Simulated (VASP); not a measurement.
# TlAgS2 (P-4m2) in VASP: further runs, part 2 of 2

VASP 6.6.1. The steps go on from the part before.

### Step 4. Relaxation of cell and atoms, PBE

This run uses another cell than the first one, of 30.85 Å³/atom.

The input, INCAR:

```
SYSTEM = TlAgS2
  PREC = Accurate
  ENCUT = 600
  EDIFF = 1E-7
  ISMEAR = 0
  SIGMA = 0.1
  LREAL = .False.
  LASPH = .True.
  NELM = 60
  ALGO = Normal
  ISIF = 3
  LWAVE = .False.
  LCHARG = .False.
  GGA = PE
  IBRION = 2
  NSW = 90
  EDIFFG = -0.04
```

The input, KPOINTS:

```
Automatic mesh
0
Gamma
  4 4 4
  0 0 0
```

The input, POSCAR:

```
TlAgS2
1.0
    4.4352094300      0.0000000000      0.0000000000
    0.0000000000      4.4352094300      0.0000000000
    0.0000000000      0.0000000000      6.2723333200
Tl Ag S
1 1 2
Direct
    0.5000000000      0.5000000000      0.5000000000
    0.0000000000      0.0000000000      0.0000000000
    0.5000000000      0.0000000000      0.2500000000
    0.0000000000      0.5000000000      0.7500000000
```

Potentials or basis: VASP PAW PBE potentials, release 64 (Tl_d, Ag, S).

Run with:

```console
cat potpaw_PBE.64/Tl_d/POTCAR potpaw_PBE.64/Ag/POTCAR potpaw_PBE.64/S/POTCAR > POTCAR
mpirun -np 1 vasp_std > vasp.out
```

OUTCAR:

```text
SYSTEM = TlAgS2
   PREC = Accurate
   ENCUT = 600
   EDIFF = 1E-7
   ISMEAR = 0
   LREAL = .False.
   LASPH = .True.
   NELM = 60
   ISIF = 3
   GGA = PE
   IBRION = 2
   NSW = 90
   EDIFFG = -0.04

 ion  position               nearest neighbor table
   1  0.500  0.500  0.500-   3 2.72   4 2.72   3 2.72   4 2.72
   2  0.000  0.000  0.000-   3 2.72   4 2.72   4 2.72   3 2.72
   3  0.500  0.000  0.250-   1 2.72   2 2.72   1 2.72   2 2.72
   4  0.000  0.500  0.750-   1 2.72   2 2.72   2 2.72   1 2.72

  LATTYP: Found a simple tetragonal cell.
 ALAT       =     4.4352094300
 C/A-ratio  =     1.4142135606

  Lattice vectors:

 A1 = (   4.4352094300,   0.0000000000,   0.0000000000)
 A2 = (   0.0000000000,   4.4352094300,   0.0000000000)
 A3 = (   0.0000000000,   0.0000000000,   6.2723333200)

Analysis of symmetry for initial positions (statically):
=====================================================================
 Subroutine PRICEL returns:
 Original cell was already a primitive cell.

 Routine SETGRP: Setting up the symmetry group for a
 simple tetragonal supercell.

 Subroutine GETGRP returns: Found  8 space group operations
 (whereof  8 operations were pure point group operations)
 out of a pool of 16 trial point group operations.

The static configuration has the point symmetry D_2d.

Analysis of symmetry for dynamics (positions and initial velocities):
=====================================================================
 Subroutine PRICEL returns:
 Original cell was already a primitive cell.

 Routine SETGRP: Setting up the symmetry group for a
 simple tetragonal supercell.

 Subroutine GETGRP returns: Found  8 space group operations
 (whereof  8 operations were pure point group operations)
 out of a pool of 16 trial point group operations.

The dynamic configuration has the point symmetry D_2d.

 Subroutine INISYM returns: Found  8 space group operations
 (whereof  8 operations are pure point group operations),
 and found     1 'primitive' translations

----------------------------------------------------------------------------------------

                                     Primitive cell

  volume of cell :     123.3836

  direct lattice vectors                    reciprocal lattice vectors
     4.435209430  0.000000000  0.000000000     0.225468496  0.000000000  0.000000000
     0.000000000  4.435209430  0.000000000     0.000000000  0.225468496  0.000000000
     0.000000000  0.000000000  6.272333320     0.000000000  0.000000000  0.159430303

  length of vectors
     4.435209430  4.435209430  6.272333320     0.225468496  0.225468496  0.159430303

  position of ions in fractional coordinates (direct lattice)
     0.500000000  0.500000000  0.500000000
     0.000000000  0.000000000  0.000000000
     0.500000000  0.000000000  0.250000000
     0.000000000  0.500000000  0.750000000

  ion indices of the primitive-cell ions
   primitive index   ion index
                 1           1
                 2           2
                 3           3
                 4           4

----------------------------------------------------------------------------------------

 KPOINTS: Automatic mesh

Automatic generation of k-mesh.
 Grid dimensions read from file:
 generate k-points for:    4    4    4

 Generating k-lattice:

  Cartesian coordinates                     Fractional coordinates (reciprocal lattice)
     0.056367124  0.000000000  0.000000000     0.250000000  0.000000000  0.000000000
     0.000000000  0.056367124  0.000000000     0.000000000  0.250000000  0.000000000
     0.000000000  0.000000000  0.039857576     0.000000000  0.000000000  0.250000000

  Length of vectors
     0.056367124  0.056367124  0.039857576

  Shift w.r.t. Gamma in fractional coordinates (k-lattice)
     0.000000000  0.000000000  0.000000000

 Subroutine IBZKPT returns following result:
 ===========================================

 Found     18 irreducible k-points:

 Following reciprocal coordinates:
            Coordinates               Weight
  0.000000  0.000000  0.000000      1.000000
  0.250000  0.000000  0.000000      4.000000
  0.500000  0.000000  0.000000      2.000000
  0.250000  0.250000  0.000000      4.000000
  0.500000  0.250000  0.000000      4.000000
  0.500000  0.500000  0.000000      1.000000
[... 10 lines left out ...]
  0.500000  0.250000  0.500000      4.000000
  0.500000  0.500000  0.500000      1.000000
   k-points           NKPTS =     18   k-points in BZ     NKDIM =     18   number of bands    NBANDS=     22
   number of dos      NEDOS =    301   number of ions     NIONS =      4
   total plane-waves  NPLWV =  64800
   dimension x,y,z NGX =    36 NGY =   36 NGZ =   50
   dimension x,y,z NGXF=    72 NGYF=   72 NGZF=  100
   ions per type =               1   1   2
   NGX,Y,Z   is equivalent  to a cutoff of  13.49, 13.49, 13.25 a.u.
   NGXF,Y,Z  is equivalent  to a cutoff of  26.99, 26.99, 26.50 a.u.
 SYSTEM =  TlAgS2
   PREC   = accura    normal or accurate (medium, high low for compatibility)
   ISTART =      0    job   : 0-new  1-cont  2-samecut
   ICHARG =      2    charge: 1-file 2-atom 10-const
   ISPIN  =      1    spin polarized calculation?
   LNONCOLLINEAR =      F non collinear calculations
   LSORBIT =      F    spin-orbit coupling
   LASPH  =      T    aspherical Exc in radial PAW
   ENCUT  =  600.0 eV  44.10 Ry    6.64 a.u.   8.86  8.86 12.53*2*pi/ulx,y,z
   NELM   =     60;   NELMIN=  2; NELMDL= -5     # of ELM steps
   EDIFF  = 0.1E-06   stopping-criterion for ELM
   LREAL  =      F    real-space projection
   EDIFFG = -.4E-01   stopping-criterion for IOM
   NSW    =     90    number of steps for IOM
   IBRION =      2    ionic relax: 0-MD 1-quasi-New 2-CG
   NFREE  =      1    steps in history (QN), initial steepest desc. (CG)
   ISIF   =      3    stress and relaxation
   ISYM   =      2    0-nonsym 1-usesym 2-fastsym
   POTIM  = 0.5000    time-step for ionic-motion
   TEBEG  =    0.0;   TEEND  =   0.0 temperature during run
   PSTRESS=    0.0 pullay stress
   NELECT =      36.0000    total number of electrons
   NUPDOWN=      -1.0000    fix difference up-down
   EMIN   =  10.00;   EMAX   =-10.00  energy-range for DOS
   EFERMI =   0.00;   METHOD = LEGACY
   ISMEAR =     0;   SIGMA  =   0.10  broadening in eV -4-tet -1-fermi 0-gaus
   EFERMI_NEDOS =   21; number of points for ismear=-14 and -15
   IALGO  =     38    algorithm
   IMIX   =      4    mixing-type and parameters
     AMIX     =   0.40;   BMIX     =  1.00
     AMIX_MAG =   1.60;   BMIX_MAG =  1.00
  volume/ion in A,a.u.               =      30.85       208.16
  Fermi-wavevector in a.u.,A,eV,Ry     =   1.085817  2.051896 16.041242  1.178998
  Thomas-Fermi vector in A             =   2.221939
   LORBIT       =      0    0 simple, 1 ext, 2 COOP (PROOUT), +10 PAW based schemes
   GGA     = PE    functional components
   LHFCALC =     F    Hartree Fock is set to
   AEXX    =    0.0000 exact exchange contribution
   IVDW    =     0    specifies the selected vdW correction
   LEPSILON=     F    determine dielectric tensor
   LRPA    =     F    only Hartree local field effects (RPA)
 conjugate gradient relaxation of ions
 non-spin polarized calculation
 Gauss-broadening in eV      SIGMA  =   0.10
  energy-cutoff  :      600.00
  volume of cell :      123.38
 maximum number of plane-waves:      4134
 NGX is ok and might be reduce to    36
   NGX = 17   NGY = 17   NGZ = 25

--------------------------------------- Ionic step        1  -------------------------------------------

 number of electron      36.0000004 magnetization

 Free energy of the ion-electron system (eV)
  ---------------------------------------------------
  ext. energy  EPLUGINS =         0.00000000
  ---------------------------------------------------
  free energy    TOTEN  =       -13.40979828 eV

  energy without entropy =      -13.40644565  energy(sigma->0) =      -13.40812197

------------------------ aborting loop because EDIFF is reached ----------------------------------------

  FORCE on cell =-STRESS in cart. coord.  units (eV):
  Direction    XX          YY          ZZ          XY          YZ          ZX
  --------------------------------------------------------------------------------------
  -------------------------------------------------------------------------------------
  Total       -3.7790022     -3.7790022     -3.5353189      0.0000000      0.0000000      0.0000000
  in kB      -49.0716125    -49.0716125    -45.9073034      0.0000000      0.0000000      0.0000000
  external PRESSURE =     -48.0168428 kB  Pullay stress =       0.0000000 kB
[... 137 lines left out ...]
  energy  without entropy=      -13.7122562851  energy(sigma->0) =      -13.71338024

--------------------------------------- Ionic step        5  -------------------------------------------

 number of electron      36.0000001 magnetization

 Free energy of the ion-electron system (eV)
  ---------------------------------------------------
  ext. energy  EPLUGINS =         0.00000000
  ---------------------------------------------------
  free energy    TOTEN  =       -13.72116711 eV

  energy without entropy =      -13.71845858  energy(sigma->0) =      -13.71981285

 E-fermi :   3.5910     XC(G=0):  -8.9930

 val. band max:        3.5907739949   @ k =   0.0000   0.0000   0.0000
 cond. band min:       3.7097752254   @ k =   0.5000   0.0000   0.5000
 fundamental gap:      0.1190012305
 Fermi energy:         3.5910025993

 k-point     1 :       0.0000    0.0000    0.0000
  band No.  band energies     occupation
      1      -9.4983      2.00000
      2      -9.1999      2.00000
      3      -7.7445      2.00000
      4      -7.7445      2.00000
      5      -7.6288      2.00000
      6      -7.5089      2.00000
[... 470 lines left out ...]
  FREE ENERGIE OF THE ION-ELECTRON SYSTEM (eV)
  ---------------------------------------------------
  free  energy   TOTEN  =       -13.7211671120 eV

  energy  without entropy=      -13.7184585802  energy(sigma->0) =      -13.71981285

 reached required accuracy - stopping structural energy minimisation
```

Run time: 98 s. Hardware: 1 thread of AMD EPYC 9R45 (Zen 5), shared host; peak memory 0.26 GiB.

Results:

```
Free energy                           : -13.7212 eV
Relaxed volume                        : 26.47 Å³/atom
Relaxed cell                          : a = 4.200 Å, b = 4.200 Å, c = 6.003 Å, α = 90.00°, β = 90.00°, γ = 90.00°
Space group after relaxing (to 0.1 Å) : P-4m2 (No. 115)
Energy gained by relaxing             : 77.8 meV/atom
Ionic steps                           : 5
Pressure after relaxing               : 0.1 GPa
Largest force after relaxing          : 0.005 eV/Å
Band gap on the k mesh                : zero (filled and empty bands touch)
```

Forces on the atoms (eV/Å):
```
Tl   0.000  0.000  0.000
Ag   0.000  0.000  0.000
S    0.000  0.000 -0.005
S    0.000  0.000  0.005
```

Step by step:
```csv
step,energy change (eV),largest force (eV/Å),pressure (GPa),volume (Å³)
1,0.0000,0.0972,-4.80,123.38
2,-0.2939,0.3058,-0.46,107.60
3,-0.2958,0.3257,0.02,106.48
4,-0.3047,0.2145,0.01,106.27
5,-0.3114,0.0052,0.05,105.88
```

Final structure:
```xyz
4
Lattice="4.1998 0.0000 0.0000 0.0000 4.1998 0.0000 0.0000 0.0000 6.0026" Properties=species:S:1:pos:R:3 pbc="T T T"
Tl    2.0999    2.0999    3.0013
Ag    0.0000    0.0000    0.0000
S     2.0999    4.1998    1.4491
S     0.0000    2.0999    4.5534
```

Caveat: spin-orbit coupling is left out, which moves the levels of the heavy elements.

### Step 5. Summary

```csv
task,cell,cutoff (eV),gap on the mesh (eV),pressure (GPa),largest force (eV/Å)
single point,"a = 4.210, b = 4.210, c = 5.988 Å, 4 atoms, atomic positions A",520,none,-0.1,0.01
single point,"a = 4.435, b = 4.435, c = 6.272 Å, 4 atoms, atomic positions B",520,none,-4.8,0.10
relaxation of cell and atoms,"relaxed from a = 4.435, b = 4.435, c = 6.272 Å, 4 atoms, atomic positions B",600,none,0.1,0.01
```

Alike in all rows: level PBE; potentials or basis VASP PAW PBE potentials, release 64 (Tl_d, Ag, S); no spin polarisation; k mesh 4 × 4 × 4; smearing gaussian 0.1 eV.

Caveats: some runs use coarse meshes; spin-orbit coupling is left out, which moves the levels of the heavy elements; the cell stands under tension (at least some runs).

Total energies depend on the potentials used, so only differences within one code and one set of settings carry meaning.
